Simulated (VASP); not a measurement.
# LiHg4Au (P1) in VASP: single point with PBEsol

Aim: the single point of LiHg4Au with PBEsol.

All numbers are computed with VASP 6.6.1; they aren't measurements. Logs are shortened: lines on timing, memory, paths and dates and some standing lists are left out, and cuts for length are marked.

## Step 1: The cell of the first run

The typed cell holds 12 atoms: a = 10.285 Å, b = 3.387 Å, c = 6.999 Å, α = 90.00°, β = 91.96°, γ = 90.01°.

## Step 2: Single point, PBEsol

File INCAR:

```
ALGO = Normal
EDIFF = 1E-6
ENCUT = 750
GGA = PS
GGA_COMPAT = F
ISIF = 2
ISMEAR = -1
LASPH = T
LCHARG = T
LELF = T
LREAL = F
LVHAR = T
LWAVE = F
NBANDS = 74
NELM = 120
PREC = Accurate
SIGMA = 0.1
```

File KPOINTS:

```
k-points
0
Gamma
  2 5 3
```

File POSCAR:

```
LiHg4Au
1.0
    9.0464138207     -0.0001068942      4.8936552987
    0.0015646894      3.3873964856     -0.0036367993
   -3.5392604855      0.0085897642      6.0386655304
Hg Au Li
8 2 2
Direct
    0.1926024147      1.0172905289      0.4055782400
    0.3172371397      0.5172689291      0.0853621674
    0.8907876416      1.0170848870      0.7266818322
    0.6190774538      0.5171701706      0.7641882226
    0.1301311399      0.5169884768      0.7714316372
    0.3797266785      1.0171604029      0.7194788751
    0.7937009540      0.5170604398      0.0803550722
    0.7161705458      0.0171528723      0.4104794609
    0.0251989135      1.0170309924      1.0888726622
    0.4846719033      0.5172168161      0.4020232417
   -0.0342703843      0.5171065736      0.3972618026
    0.5440985995      0.0173109105      1.0936067860
```

Potentials or basis: VASP PAW PBE potentials, release 64 (Hg, Au, Li_sv).

Command:

```sh
$ cat potpaw_PBE.64/Hg/POTCAR potpaw_PBE.64/Au/POTCAR potpaw_PBE.64/Li_sv/POTCAR > POTCAR
$ mpirun -np 1 vasp_std > vasp.out
```

OUTCAR:

```text
EDIFF = 1E-6
   ENCUT = 750
   GGA = PS
   ISIF = 2
   ISMEAR = -1
   LASPH = T
   LREAL = F
   NELM = 120
   PREC = Accurate

 ion  position               nearest neighbor table
   1  0.193  0.017  0.406-   9 2.76   6 2.87  11 2.88  11 2.88   2 3.12   2 3.12   5 3.15   5 3.16
                            10 3.45  10 3.45
   2  0.317  0.517  0.085-  10 2.76   5 2.87  12 2.88  12 2.88   1 3.12   1 3.12   6 3.15   6 3.16
                             9 3.45   9 3.45
   3  0.891  0.017  0.727-   8 2.80   9 2.85  11 2.98  11 2.98   5 3.00   5 3.00   7 3.19   7 3.19
                             4 3.29   4 3.29
   4  0.619  0.517  0.764-   7 2.80  10 2.85  12 2.98  12 2.98   6 3.00   6 3.00   8 3.19   8 3.19
                             3 3.29   3 3.29
   5  0.130  0.517  0.771-   2 2.87   3 3.00   3 3.00   9 3.02   9 3.02  11 3.07   6 3.11   6 3.11
                             1 3.15   1 3.16
   6  0.380  0.017  0.719-   1 2.87   4 3.00   4 3.00  10 3.02  10 3.02  12 3.07   5 3.11   5 3.11
                             2 3.15   2 3.16
   7  0.794  0.517  0.080-  11 2.79   4 2.80   9 2.92   9 2.92   8 2.99   8 3.00  12 3.08  12 3.08
                             3 3.19   3 3.19
   8  0.716  0.017  0.410-  12 2.79   3 2.80  10 2.92  10 2.92   7 2.99   7 3.00  11 3.08  11 3.08
                             4 3.19   4 3.19
   9  0.025  0.017  0.089-   1 2.76  11 2.83  11 2.83   3 2.85   7 2.92   7 2.92   5 3.02   5 3.02
                             2 3.45   2 3.45
  10  0.485  0.517  0.402-   2 2.76  12 2.83  12 2.83   4 2.85   8 2.92   8 2.92   6 3.02   6 3.02
                             1 3.45   1 3.45
  11  0.966  0.517  0.397-   7 2.79   9 2.83   9 2.83   1 2.88   1 2.88   3 2.98   3 2.98   5 3.07
                             8 3.08   8 3.08
  12  0.544  0.017  0.094-   8 2.79  10 2.83  10 2.83   2 2.88   2 2.88   4 2.98   4 2.98   6 3.07
                             7 3.08   7 3.08

  LATTYP: Found a triclinic cell.
 ALAT       =    10.2852061335
 B/A-ratio  =     0.6805330627
 C/A-ratio  =     0.3293467098
 COS(alpha) =     0.0000673847
 COS(beta)  =     0.0001149396
 COS(gamma) =     0.0342610218

  Lattice vectors:

 A1 = (  -9.0464138207,   0.0001068942,  -4.8936552987)
 A2 = (  -3.5392604855,   0.0085897642,   6.0386655304)
 A3 = (   0.0015646894,   3.3873964856,  -0.0036367993)

Analysis of symmetry for initial positions (statically):
=====================================================================
 Subroutine PRICEL returns:
 Original cell was already a primitive cell.

 Routine SETGRP: Setting up the symmetry group for a
 triclinic supercell.

 Subroutine GETGRP returns: Found  1 space group operations
 (whereof  1 operations were pure point group operations)
 out of a pool of  2 trial point group operations.

The static configuration has the point symmetry C_1 .

Analysis of symmetry for dynamics (positions and initial velocities):
=====================================================================
 Subroutine PRICEL returns:
 Original cell was already a primitive cell.

 Routine SETGRP: Setting up the symmetry group for a
 triclinic supercell.

 Subroutine GETGRP returns: Found  1 space group operations
 (whereof  1 operations were pure point group operations)
 out of a pool of  2 trial point group operations.

The dynamic configuration has the point symmetry C_1 .

 Subroutine INISYM returns: Found  1 space group operations
 (whereof  1 operations are pure point group operations),
 and found     1 'primitive' translations

----------------------------------------------------------------------------------------

                                     Primitive cell

  volume of cell :     243.7174

  direct lattice vectors                    reciprocal lattice vectors
     9.046413821 -0.000106894  4.893655299     0.083930760  0.000014045  0.049191779
     0.001564689  3.387396486 -0.003636799     0.000175124  0.295211552 -0.000317286
    -3.539260485  0.008589764  6.038665530    -0.068016281  0.000166410  0.125734938

[... 30 lines left out ...]
                12          12

----------------------------------------------------------------------------------------

 KPOINTS: k-points

Automatic generation of k-mesh.
 Grid dimensions read from file:
 generate k-points for:    2    5    3

 Generating k-lattice:

  Cartesian coordinates                     Fractional coordinates (reciprocal lattice)
     0.041965380  0.000007022  0.024595890     0.500000000  0.000000000  0.000000000
     0.000035025  0.059042310 -0.000063457     0.000000000  0.200000000  0.000000000
    -0.022672094  0.000055470  0.041911646    -0.000000000  0.000000000  0.333333333

  Length of vectors
     0.048642070  0.059042355  0.047650949

  Shift w.r.t. Gamma in fractional coordinates (k-lattice)
     0.000000000  0.000000000  0.000000000

 Subroutine IBZKPT returns following result:
 ===========================================

 Found     16 irreducible k-points:

 Following reciprocal coordinates:
            Coordinates               Weight
  0.000000  0.000000  0.000000      1.000000
  0.500000  0.000000  0.000000      1.000000
 -0.000000  0.200000 -0.000000      2.000000
  0.500000  0.200000  0.000000      2.000000
  0.000000  0.400000  0.000000      2.000000
  0.500000  0.400000  0.000000      2.000000
[... 8 lines left out ...]
  0.000000 -0.200000  0.333333      2.000000
  0.500000 -0.200000  0.333333      2.000000
   k-points           NKPTS =     16   k-points in BZ     NKDIM =     16   number of bands    NBANDS=     74
   number of dos      NEDOS =    301   number of ions     NIONS =     12
   total plane-waves  NPLWV = 184320
   dimension x,y,z NGX =    96 NGY =   30 NGZ =   64
   dimension x,y,z NGXF=   192 NGYF=   60 NGZF=  128
   ions per type =               8   2   2
   NGX,Y,Z   is equivalent  to a cutoff of  15.52, 14.72, 15.20 a.u.
   NGXF,Y,Z  is equivalent  to a cutoff of  31.03, 29.45, 30.40 a.u.
 SYSTEM =  unknown system
   PREC   = accura    normal or accurate (medium, high low for compatibility)
   ISTART =      0    job   : 0-new  1-cont  2-samecut
   ICHARG =      2    charge: 1-file 2-atom 10-const
   ISPIN  =      1    spin polarized calculation?
   LNONCOLLINEAR =      F non collinear calculations
   LSORBIT =      F    spin-orbit coupling
   LASPH  =      T    aspherical Exc in radial PAW
   ENCUT  =  750.0 eV  55.12 Ry    7.42 a.u.  22.97  7.56 15.63*2*pi/ulx,y,z
   NELM   =    120;   NELMIN=  2; NELMDL= -5     # of ELM steps
   EDIFF  = 0.1E-05   stopping-criterion for ELM
   LREAL  =      F    real-space projection
   EDIFFG = 0.1E-04   stopping-criterion for IOM
   NSW    =      0    number of steps for IOM
   IBRION =     -1    ionic relax: 0-MD 1-quasi-New 2-CG
   NFREE  =      0    steps in history (QN), initial steepest desc. (CG)
   ISIF   =      2    stress and relaxation
   ISYM   =      2    0-nonsym 1-usesym 2-fastsym
   POTIM  = 0.5000    time-step for ionic-motion
   TEBEG  =    0.0;   TEEND  =   0.0 temperature during run
   PSTRESS=    0.0 pullay stress
   NELECT =     124.0000    total number of electrons
   NUPDOWN=      -1.0000    fix difference up-down
   EMIN   =  10.00;   EMAX   =-10.00  energy-range for DOS
   EFERMI =   0.00;   METHOD = LEGACY
   ISMEAR =    -1;   SIGMA  =   0.10  broadening in eV -4-tet -1-fermi 0-gaus
   EFERMI_NEDOS =   21; number of points for ismear=-14 and -15
   IALGO  =     38    algorithm
   IMIX   =      4    mixing-type and parameters
     AMIX     =   0.40;   BMIX     =  1.00
     AMIX_MAG =   1.60;   BMIX_MAG =  1.00
  volume/ion in A,a.u.               =      20.31       137.06
  Fermi-wavevector in a.u.,A,eV,Ry     =   1.306933  2.469745 23.239745  1.708073
  Thomas-Fermi vector in A             =   2.437701
   LORBIT       =      0    0 simple, 1 ext, 2 COOP (PROOUT), +10 PAW based schemes
   GGA     = PS    functional components
   LHFCALC =     F    Hartree Fock is set to
   AEXX    =    0.0000 exact exchange contribution
   IVDW    =     0    specifies the selected vdW correction
   LEPSILON=     F    determine dielectric tensor
   LRPA    =     F    only Hartree local field effects (RPA)
 non-spin polarized calculation
  energy-cutoff  :      750.00
  volume of cell :      243.72
 maximum number of plane-waves:     11395
 NGX is ok and might be reduce to    96
   NGX = 45   NGY = 15   NGZ = 31

 number of electron     123.9999994 magnetization

 Free energy of the ion-electron system (eV)
  ---------------------------------------------------
  ext. energy  EPLUGINS =         0.00000000
  ---------------------------------------------------
  free energy    TOTEN  =       -18.07656713 eV

  energy without entropy =      -17.97774658  energy(sigma->0) =      -18.02715685

 E-fermi :   3.6490     XC(G=0): -11.0996

 val. band max:        3.6285011000   @ k =   0.0000   0.4000   0.0000
 cond. band min:       3.7355459392   @ k =   0.5000   0.4000   0.3333
 fundamental gap:      0.1070448392
 Fermi energy:         3.6489772450

 k-point     1 :       0.0000    0.0000    0.0000
  band No.  band energies     occupation
      1     -42.0415      2.00000
      2     -42.0414      2.00000
      3      -5.6813      2.00000
      4      -4.7233      2.00000
      5      -4.5804      2.00000
      6      -4.3970      2.00000
[... 1221 lines left out ...]
     73       8.5971      0.00000
     74       9.1768      0.00000

------------------------ aborting loop because EDIFF is reached ----------------------------------------

  FORCE on cell =-STRESS in cart. coord.  units (eV):
  Direction    XX          YY          ZZ          XY          YZ          ZX
  --------------------------------------------------------------------------------------
  -------------------------------------------------------------------------------------
  Total        0.5696879      0.4558715      1.0615080      0.0022154      0.0013379      0.0540106
  in kB        3.7450797      2.9968602      6.9782629      0.0145636      0.0087954      0.3550612
  external PRESSURE =       4.5734009 kB  Pullay stress =       0.0000000 kB

 VOLUME and BASIS-vectors are now :
 -----------------------------------------------------------------------------
  energy-cutoff  :      750.00
  volume of cell :      243.72
      direct lattice vectors                 reciprocal lattice vectors
     9.046413821 -0.000106894  4.893655299     0.083930760  0.000014045  0.049191779
     0.001564689  3.387396486 -0.003636799     0.000175124  0.295211552 -0.000317286
    -3.539260485  0.008589764  6.038665530    -0.068016281  0.000166410  0.125734938

 POSITION                                       TOTAL-FORCE (eV/Angst)
 -----------------------------------------------------------------------------------
      0.30694      0.06203      3.39162        -0.007810     -0.000312     -0.007755
      2.56855      1.75289      2.06604         0.007753      0.000141      0.007493
      5.48654      0.06402      8.74733         0.003251     -0.000299     -0.003928
      2.89658      1.75836      7.64235        -0.003373      0.000092      0.003554
     -1.55227      1.75786      5.29335         0.002355      0.000536     -0.019166
      0.88877      0.06427      6.20288        -0.002165     -0.000172      0.019254
      6.89656      1.75209      4.36746        -0.001114      0.000137      0.017188
      5.02601      0.06155      5.98338         0.000914      0.000065     -0.016877
     -0.08656      0.05845      0.65993        -0.002110      0.000232      0.016951
      2.96249      1.75542      4.79762         0.002204     -0.000249     -0.016925
      7.33119      1.75495      7.12300         0.001095      0.000015      0.000335
      4.59087      0.05938      3.22783        -0.001002     -0.000185     -0.000125
 -----------------------------------------------------------------------------------
    total drift:                               -0.000235      0.000074      0.000041

  FREE ENERGIE OF THE ION-ELECTRON SYSTEM (eV)
  ---------------------------------------------------
  free  energy   TOTEN  =       -18.0765671253 eV

  energy  without entropy=      -17.9777465755  energy(sigma->0) =      -18.02715685
```

Wall time 8.5 min (1 thread of AMD EPYC 7R43 (Zen 3), shared host); peak memory 0.65 GiB.

Results:

* Free energy: -18.0766 eV
* Pressure: 0.5 GPa
* Largest force: 0.019 eV/Å
* Band gap on the k mesh: zero (bands 62 and 63 overlap by 0.88 eV)

Forces in eV/Å, atoms in the order of the input:
```
Hg  -0.008  0.000 -0.008
Hg   0.008  0.000  0.007
Hg   0.003  0.000 -0.004
Hg  -0.003  0.000  0.004
Hg   0.002  0.001 -0.019
Hg  -0.002  0.000  0.019
Hg  -0.001  0.000  0.017
Hg   0.001  0.000 -0.017
Au  -0.002  0.000  0.017
Au   0.002  0.000 -0.017
Li   0.001  0.000  0.000
Li  -0.001  0.000  0.000
```

Levels at points of the mesh, in eV from the Fermi level:
| k point | band 60 | band 61 | band 62 | band 63 | band 64 | band 65 |
| --- | --- | --- | --- | --- | --- | --- |
| (0.00, 0.00, 0.00) | -2.05 | -2.00 | -1.38 | -0.41 | 0.72 | 2.41 |
| (0.50, 0.00, 0.00) | -2.78 | -1.26 | -0.70 | 0.16 | 0.41 | 2.22 |

Caveat: the k points lie up to 0.37 Å⁻¹ apart, too coarse for converged energies and pressures of a metal; the PAW data sets were made with another functional, which shifts forces and pressure a little; spin-orbit coupling is left out, which moves the levels of the heavy elements.
